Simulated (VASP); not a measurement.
Set up this calculation in VASP 6.6.1, as the native input.

```yaml
Task: single point
Functional: PBEsol
Potentials_or_basis: VASP PAW PBE potentials, release 64 (B, N)
Cutoff: 600 eV
k_mesh: 10 × 10 × 2
Occupations: gaussian, width 0.05 eV
Spin: no spin polarisation
Dipole_correction: no
Further_INCAR_settings: ALGO = Normal; EDIFF = 1e-06; NBANDS = 36
```

The structure of BN lies in POSCAR:

```
BN
1.0
   -2.5410113134      0.0000000000      0.0000000000
   -1.2705056567     -2.2005803487      0.0000000000
   -3.4940176065     -2.0172720057     12.6098865131
B N
6 6
Direct
    0.4567017275      0.4567017275      0.2290443320
    0.1511350609      0.1511350609      0.5623776653
   -0.1544316058     -0.1544316058      0.8957109987
    0.2761517275      0.2761517275      0.0623776653
   -0.0294149391     -0.0294149391      0.3957109987
   -0.3349816058     -0.3349816058      0.7290443320
    0.5711260525      0.5711260525      0.1042223347
    0.2655593858      0.2655593858      0.4375556680
   -0.0400072809     -0.0400072809      0.7708890013
   -0.5261239475     -0.5261239475      0.9375556680
    0.0850093858      0.0850093858      0.2708890013
   -0.2205572809     -0.2205572809      0.6042223347
```

The input as run:

INCAR

```
PREC     = Accurate       # precision mode
ENCUT    = 600            # plane-wave cutoff, eV
EDIFF    = 1E-6           # SCF threshold, eV
ISMEAR   = 0              # smearing method
SIGMA    = 0.05           # smearing width, eV
LREAL    = False          # projectors in reciprocal space
LASPH    = True           # aspherical terms in the spheres
NELM     = 120            # most SCF steps
ALGO     = Normal         # electronic algorithm
ISIF     = 2              # what is computed and relaxed
LWAVE    = False          # write WAVECAR
LCHARG   = True           # write CHGCAR
GGA      = PS             # functional
LELF     = True           # ELF
LVHAR    = True         
NBANDS   = 36             # bands
GGA_COMPAT= False
```

KPOINTS

```
regular mesh
0
Gamma
  10 10 2
```

Potentials or basis: VASP PAW PBE potentials, release 64 (B, N).

Command:

```bash
$ cat potpaw_PBE.64/B/POTCAR potpaw_PBE.64/N/POTCAR > POTCAR
$ mpirun -np 1 vasp_std > vasp.out
```

Results of the run:

| Item | Value |
| --- | --- |
| Pressure | 0.3 GPa |
| Largest force | 2.054 eV/Å |
| Band gap on the k mesh | 4.92 eV, indirect (least direct gap 7.85 eV) |

Caveat: the PAW data sets were made with another functional, which shifts forces and pressure a little.

It took 2.7 min on 1 thread of Intel(R) Xeon(R) Platinum 8488C (Sapphire Rapids), on a shared host, peak memory 0.27 GiB.
